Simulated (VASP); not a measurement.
Runs of VASP 6.6.1 on Na2BrCl. The structure is that of space group R-3m (No. 166), or close to it. The cells are those of the table. 

| task | cell | k mesh | cutoff (eV) | smearing | gap on the mesh (eV) | pressure (GPa) |
| --- | --- | --- | --- | --- | --- | --- |
| single point | a = 6.892 Å, angles 33.5°, 4 atoms | 9 × 9 × 9 | 520 | gaussian 0.05 eV | 4.17 | 0.0 |
| single point | a = 7.061 Å, angles 33.5°, 4 atoms | 6 × 6 × 6 | 520 | gaussian 0.1 eV | 3.95 | (a) |
| single point | a = 6.892 Å, angles 33.5°, 4 atoms | 9 × 9 × 9 | 520 | gaussian 0.02 eV | 4.17 | 0.0 |
| relaxation of cell and atoms | relaxed from a = 7.061 Å, angles 33.5°, 4 atoms | 9 × 9 × 9 | 600 | gaussian 0.02 eV | 4.16 | 0.0 |

Alike in all rows: level LDA; potentials or basis VASP PAW LDA potentials, release 64 (Na_pv, Br, Cl); no spin polarisation.

Q: Estimate the missing entries.

A: (a) -1.7.

A k mesh can miss the band edges, and the runs leave out spin-orbit coupling on Br.
